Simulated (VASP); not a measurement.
A run of VASP 6.6.1:

Contents of INCAR:

```
SYSTEM = CaO
  ALGO = Normal
  EDIFF = 1E-6
  ENCUT = 520
  GGA = PE
  ISIF = 2
  ISMEAR = 0
  LASPH = .True.
  LCHARG = .True.
  LELF = .True.
  LREAL = .False.
  LVHAR = .True.
  LWAVE = .False.
  NBANDS = 15
  NELM = 60
  PREC = Accurate
  SIGMA = 0.01
```

Contents of KPOINTS:

```
k-points
0
Gamma
  4 4 4
  0 0 0
```

POSCAR

```
CaO
1.0
    0.0000000000      2.6067317390      2.6067317390
    2.6067317390      0.0000000000      2.6067317390
    2.6067317390      2.6067317390      0.0000000000
Ca O
1 1
Direct
    0.0000000000      0.0000000000      0.0000000000
    0.2500000000      0.2500000000      0.2500000000
```

Potentials or basis: VASP PAW PBE potentials, release 64 (Ca_sv, O).

The run is started by

```bash
$ cat potpaw_PBE.64/Ca_sv/POTCAR potpaw_PBE.64/O/POTCAR > POTCAR
$ mpirun -np 1 vasp_std > vasp.out
```

Hardware: 1 thread of Intel(R) Xeon(R) Platinum 8488C (Sapphire Rapids), on a shared host.

Q: Estimate the wall time of this run.

A: Wall time 5.9 s on 1 thread of Intel(R) Xeon(R) Platinum 8488C (Sapphire Rapids), with other jobs on the host, peak memory 0.15 GiB. Counts: scf iterations 13, k points 8.
